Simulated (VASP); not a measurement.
# Ti (I4/mmm) in VASP: single point with r2SCAN

Aim: the single point of Ti with r2SCAN.

All numbers are computed with VASP 6.6.1; they aren't measurements. Logs are shortened: lines on timing, memory, paths and dates and some standing lists are left out, and cuts for length are marked.

## 1. The cell of the first run

It takes space group I4/mmm (No. 139, tetragonal). The conventional cell has a = 3.052 Å, b = 3.052 Å, c = 3.905 Å, α = 90.00°, β = 90.00°, γ = 90.00°. Within 4.0 Å of Ti (site symmetry 4/mmm) lie 14 Ti at 2.91 to 3.90 Å.

## 2. Single point, r2SCAN (strain +0.050 along x and y, -0.050 along z)

POSCAR

```
Ti
1.0
    0.0000000000      2.1579091975      1.9523940359
    2.1579091975      0.0000000000      1.9523940359
    2.1579091975      2.1579091975      0.0000000000
Ti
1
Direct
    0.0000000000      0.0000000000      0.0000000000
```

INCAR.step1

```
SYSTEM = Ti
ALGO = Normal
EDIFF = 1E-4
ENCUT = 520
GGA = PE
ISMEAR = 0
LASPH = .TRUE.
LCHARG = .FALSE.
LREAL = .FALSE.
LWAVE = .TRUE.
NBANDS = 12
NELM = 60
PREC = Accurate
SIGMA = 0.15
```

INCAR.step2

```
SYSTEM = Ti
ALGO = Normal
EDIFF = 1E-7
ENCUT = 520
ISIF = 2
ISMEAR = 0
ISTART = 1
LASPH = .TRUE.
LCHARG = .FALSE.
LMIXTAU = .TRUE.
LREAL = .FALSE.
LWAVE = .FALSE.
METAGGA = R2SCAN
NBANDS = 12
NELM = 60
PREC = Accurate
SIGMA = 0.15
```

KPOINTS

```
k-points
0
G
  26 26 26
  0 0 0
```

Potentials or basis: VASP PAW PBE potentials, release 64 (Ti_sv).

On the command line:

```
> cat potpaw_PBE.64/Ti_sv/POTCAR > POTCAR
> cp INCAR.step1 INCAR
> mpirun -np 1 vasp_std > vasp.out
> cp INCAR.step2 INCAR
> mpirun -np 1 vasp_std > vasp.out
```

OUTCAR:

```text
SYSTEM = Ti
   EDIFF = 1E-7
   ENCUT = 520
   ISIF = 2
   ISMEAR = 0
   ISTART = 1
   LASPH = .TRUE.
   LREAL = .FALSE.
   METAGGA = R2SCAN
   NELM = 60
   PREC = Accurate

 ion  position               nearest neighbor table
   1  0.000  0.000  0.000-

  LATTYP: Found a body centered tetragonal cell.
 ALAT       =     3.0517444535
 C/A-ratio  =     1.2795265565

  Lattice vectors:

 A1 = (   0.0000000000,  -2.1579091975,  -1.9523940359)
 A2 = (   0.0000000000,   2.1579091975,  -1.9523940359)
 A3 = (   2.1579091975,   0.0000000000,   1.9523940359)

Analysis of symmetry for initial positions (statically):
=====================================================================
 Subroutine PRICEL returns:
 Original cell was already a primitive cell.

 Routine SETGRP: Setting up the symmetry group for a
 body centered tetragonal supercell.

 Subroutine GETGRP returns: Found 16 space group operations
 (whereof 16 operations were pure point group operations)
 out of a pool of 16 trial point group operations.

The static configuration has the point symmetry D_4h.

Analysis of symmetry for dynamics (positions and initial velocities):
=====================================================================
 Subroutine PRICEL returns:
 Original cell was already a primitive cell.

 Routine SETGRP: Setting up the symmetry group for a
 body centered tetragonal supercell.

 Subroutine GETGRP returns: Found 16 space group operations
 (whereof 16 operations were pure point group operations)
 out of a pool of 16 trial point group operations.

The dynamic configuration has the point symmetry D_4h.

 Subroutine INISYM returns: Found 16 space group operations
 (whereof 16 operations are pure point group operations),
 and found     1 'primitive' translations

----------------------------------------------------------------------------------------

                                     Primitive cell

  volume of cell :      18.1829

  direct lattice vectors                    reciprocal lattice vectors
     0.000000000  2.157909197  1.952394036    -0.231705764  0.231705764  0.256095845
     2.157909197  0.000000000  1.952394036     0.231705764 -0.231705764  0.256095845
     2.157909197  2.157909197  0.000000000     0.231705764  0.231705764 -0.256095845

  length of vectors
     2.910054050  2.910054050  3.051744453     0.415884845  0.415884845  0.415884845

  position of ions in fractional coordinates (direct lattice)
     0.000000000  0.000000000  0.000000000

  ion indices of the primitive-cell ions
   primitive index   ion index
                 1           1

----------------------------------------------------------------------------------------

 KPOINTS: k-points

Automatic generation of k-mesh.
 Grid dimensions read from file:
 generate k-points for:   26   26   26

 Generating k-lattice:

  Cartesian coordinates                     Fractional coordinates (reciprocal lattice)
    -0.008911760  0.008911760  0.009849840     0.038461538  0.000000000  0.000000000
     0.008911760 -0.008911760  0.009849840     0.000000000  0.038461538  0.000000000
     0.008911760  0.008911760 -0.009849840     0.000000000  0.000000000  0.038461538

  Length of vectors
     0.015995571  0.015995571  0.015995571

  Shift w.r.t. Gamma in fractional coordinates (k-lattice)
     0.000000000  0.000000000  0.000000000

 Subroutine IBZKPT returns following result:
 ===========================================

 Found   1330 irreducible k-points:

 Following reciprocal coordinates:
            Coordinates               Weight
  0.000000  0.000000  0.000000      1.000000
  0.038462 -0.000000  0.000000      8.000000
  0.076923 -0.000000  0.000000      8.000000
  0.115385  0.000000  0.000000      8.000000
  0.153846  0.000000  0.000000      8.000000
  0.192308  0.000000  0.000000      8.000000
[... 16 lines left out ...]
  0.346154  0.038462  0.000000      8.000000
  0.384615  0.038462  0.000000      8.000000
 [... further k-points ...]
   k-points           NKPTS =   1330   k-points in BZ     NKDIM =   1330   number of bands    NBANDS=     12
   number of dos      NEDOS =    301   number of ions     NIONS =      1
   total plane-waves  NPLWV =  13824
   dimension x,y,z NGX =    24 NGY =   24 NGZ =   24
   dimension x,y,z NGXF=    48 NGYF=   48 NGZF=   48
   ions per type =               1
   NGX,Y,Z   is equivalent  to a cutoff of  13.71, 13.71, 13.07 a.u.
   NGXF,Y,Z  is equivalent  to a cutoff of  27.42, 27.42, 26.15 a.u.
 SYSTEM =  Ti
   PREC   = accura    normal or accurate (medium, high low for compatibility)
   ISTART =      1    job   : 0-new  1-cont  2-samecut
   ICHARG =      0    charge: 1-file 2-atom 10-const
   ISPIN  =      1    spin polarized calculation?
   LNONCOLLINEAR =      F non collinear calculations
   LSORBIT =      F    spin-orbit coupling
   LASPH  =      T    aspherical Exc in radial PAW
   ENCUT  =  520.0 eV  38.22 Ry    6.18 a.u.   5.41  5.41  5.67*2*pi/ulx,y,z
   NELM   =     60;   NELMIN=  2; NELMDL=  0     # of ELM steps
   EDIFF  = 0.1E-06   stopping-criterion for ELM
   LREAL  =      F    real-space projection
   EDIFFG = 0.1E-05   stopping-criterion for IOM
   NSW    =      0    number of steps for IOM
   IBRION =     -1    ionic relax: 0-MD 1-quasi-New 2-CG
   NFREE  =      0    steps in history (QN), initial steepest desc. (CG)
   ISIF   =      2    stress and relaxation
   ISYM   =      2    0-nonsym 1-usesym 2-fastsym
   POTIM  = 0.5000    time-step for ionic-motion
   TEBEG  =    0.0;   TEEND  =   0.0 temperature during run
   PSTRESS=    0.0 pullay stress
   NELECT =      12.0000    total number of electrons
   NUPDOWN=      -1.0000    fix difference up-down
   EMIN   =  10.00;   EMAX   =-10.00  energy-range for DOS
   EFERMI =   0.00;   METHOD = LEGACY
   ISMEAR =     0;   SIGMA  =   0.15  broadening in eV -4-tet -1-fermi 0-gaus
   EFERMI_NEDOS =   21; number of points for ismear=-14 and -15
   IALGO  =     38    algorithm
   IMIX   =      4    mixing-type and parameters
     AMIX     =   0.40;   BMIX     =  1.00
     AMIX_MAG =   1.60;   BMIX_MAG =  1.00
  volume/ion in A,a.u.               =      18.18       122.70
  Fermi-wavevector in a.u.,A,eV,Ry     =   1.425325  2.693474 27.640944  2.031552
  Thomas-Fermi vector in A             =   2.545721
   LORBIT       =      0    0 simple, 1 ext, 2 COOP (PROOUT), +10 PAW based schemes
   METAGGA = R2SCAN    functional components
   LHFCALC =     F    Hartree Fock is set to
   AEXX    =    0.0000 exact exchange contribution
   IVDW    =     0    specifies the selected vdW correction
   LEPSILON=     F    determine dielectric tensor
   LRPA    =     F    only Hartree local field effects (RPA)
 non-spin polarized calculation
 Gauss-broadening in eV      SIGMA  =   0.15
  energy-cutoff  :      520.00
  volume of cell :       18.18
 maximum number of plane-waves:       506
 NGX is ok and might be reduce to    24
   NGX = 11   NGY = 11   NGZ = 11

 number of electron      11.9999997 magnetization

 Free energy of the ion-electron system (eV)
  ---------------------------------------------------
  ext. energy  EPLUGINS =         0.00000000
  ---------------------------------------------------
  free energy    TOTEN  =       -12.86614122 eV

  energy without entropy =      -12.84537662  energy(sigma->0) =      -12.85575892

 E-fermi :   7.7282     XC(G=0): -12.1774

 val. band max:        7.7280535679   @ k =  -0.3846   0.0385   0.3077
 cond. band min:       7.7289681135   @ k =  -0.4615   0.3077   0.1923
 fundamental gap:      0.0009145456
 Fermi energy:         7.7281970343

 k-point     1 :       0.0000    0.0000    0.0000
  band No.  band energies     occupation
      1     -51.3984      2.00000
      2     -26.2501      2.00000
      3     -26.2500      2.00000
      4     -26.2453      2.00000
      5       1.3908      2.00000
      6       8.5332      0.00000
      7       8.5332      0.00000
      8       9.2046      0.00000
      9       9.9645      0.00000
     10      10.7195      0.00000
     11      23.4558      0.00000
     12      27.1511      0.00000

 k-point     2 :       0.0385   -0.0000    0.0000
  band No.  band energies     occupation
      1     -51.3968      2.00000
      2     -26.2577      2.00000
      3     -26.2518      2.00000
      4     -26.2472      2.00000
      5       1.4390      2.00000
      6       8.5236      0.00000
      7       8.5494      0.00000
      8       9.1995      0.00000
      9       9.9581      0.00000
     10      10.7046      0.00000
     11      23.4859      0.00000
     12      26.9131      0.00000

 k-point     3 :       0.0769   -0.0000    0.0000
  band No.  band energies     occupation
      1     -51.3923      2.00000
      2     -26.2839      2.00000
      3     -26.2567      2.00000
      4     -26.2492      2.00000
      5       1.5821      2.00000
      6       8.4866      0.00000
      7       8.5936      0.00000
      8       9.1939      0.00000
      9       9.9442      0.00000
     10      10.6632      0.00000
     11      23.5511      0.00000
     12      26.2356      0.00000

 k-point     4 :       0.1154    0.0000    0.0000
  band No.  band energies     occupation
      1     -51.3850      2.00000
      2     -26.3262      2.00000
      3     -26.2647      2.00000
      4     -26.2519      2.00000
      5       1.8157      2.00000
      6       8.4061      0.00000
      7       8.6513      0.00000
      8       9.2080      0.00000
      9       9.9389      0.00000
     10      10.6050      0.00000
     11      23.5495      0.00000
     12      25.3569      0.00000

 k-point     5 :       0.1538    0.0000    0.0000
  band No.  band energies     occupation
      1     -51.3753      2.00000
      2     -26.3817      2.00000
      3     -26.2752      2.00000
      4     -26.2554      2.00000
      5       2.1327      2.00000
      6       8.2783      0.00000
      7       8.6988      0.00000
      8       9.2491      0.00000
      9       9.9683      0.00000
     10      10.5456      0.00000
     11      23.2061      0.00000
     12      24.6714      0.00000
[... 228 lines left out ...]
      1     -51.3401      2.00000
      2     -26.5752      2.00000
      3     -26.3196      2.00000
      4     -26.2662      2.00000
      5       3.3674      2.00000
      6       7.8270      0.35158
      7       8.6471      0.00000
      8       9.3363      0.00000
      9      10.4223      0.00000
     10      10.5123      0.00000
     11      20.4973      0.00000
     12      23.8167      0.00000

 k-point    22 :       0.3077    0.0385    0.0000
  band No.  band energies     occupation
      1     -51.3274      2.00000
      2     -26.6455      2.00000
      3     -26.3330      2.00000
      4     -26.2710      2.00000
      5       3.8505      2.00000
      6       7.7050      1.17276
      7       8.5685      0.00000
      8       9.3228      0.00000
      9      10.5292      0.00000
     10      10.7527      0.00000
     11      19.4159      0.00000
     12      23.4897      0.00000

 k-point    23 :       0.3462    0.0385    0.0000
  band No.  band energies     occupation
      1     -51.3156      2.00000
      2     -26.7099      2.00000
      3     -26.3450      2.00000
      4     -26.2758      2.00000
      5       4.3054      2.00000
      6       7.6558      1.50515
      7       8.4825      0.00000
      8       9.2710      0.00000
      9      10.6870      0.00000
     10      10.9996      0.00000
     11      18.3918      0.00000
     12      23.1534      0.00000

 k-point    24 :       0.3846    0.0385    0.0000
  band No.  band energies     occupation
      1     -51.3055      2.00000
      2     -26.7650      2.00000
      3     -26.3550      2.00000
      4     -26.2806      2.00000
      5       4.6870      2.00000
      6       7.6969      1.23181
      7       8.4016      0.00000
      8       9.2057      0.00000
      9      10.8631      0.00000
     10      11.2265      0.00000
     11      17.4658      0.00000
     12      22.8486      0.00000

 [... further k-points ...]
[... 5 lines left out ...]
  --------------------------------------------------------------------------------------
  -------------------------------------------------------------------------------------
  Total       -0.6232362     -0.6232362     -0.2869787      0.0000000      0.0000000     -0.0000000
  in kB      -54.9160679    -54.9160679    -25.2869528      0.0000000      0.0000000     -0.0000000
  external PRESSURE =     -45.0396962 kB  Pullay stress =       0.0000000 kB

 VOLUME and BASIS-vectors are now :
 -----------------------------------------------------------------------------
  energy-cutoff  :      520.00
  volume of cell :       18.18
      direct lattice vectors                 reciprocal lattice vectors
     0.000000000  2.157909197  1.952394036    -0.231705764  0.231705764  0.256095845
     2.157909197  0.000000000  1.952394036     0.231705764 -0.231705764  0.256095845
     2.157909197  2.157909197  0.000000000     0.231705764  0.231705764 -0.256095845

 POSITION                                       TOTAL-FORCE (eV/Angst)
 -----------------------------------------------------------------------------------
      0.00000      0.00000      0.00000        -0.000000     -0.000000      0.000000
 -----------------------------------------------------------------------------------
    total drift:                                0.000000      0.000000      0.000000

  FREE ENERGIE OF THE ION-ELECTRON SYSTEM (eV)
  ---------------------------------------------------
  free  energy   TOTEN  =       -12.8661412232 eV

  energy  without entropy=      -12.8453766249  energy(sigma->0) =      -12.85575892
```

Run time: 21 min. Hardware: 1 thread of Intel Xeon 8259CL, shared host; peak memory 0.39 GiB.

What came out:

```
Free energy            : -12.8661 eV
Pressure               : -4.5 GPa
Band gap on the k mesh : zero (bands 6 and 7 overlap by 1.52 eV)
```

Stress tensor (GPa, compression positive):
```
-5.49  0.00  0.00
 0.00 -5.49  0.00
 0.00  0.00 -2.53
```

Caveat: the cell differs from its parent crystal (strain +0.050 along x and y, -0.050 along z); the cell stands under tension; the PAW data sets were made with another functional, which shifts forces and pressure a little.
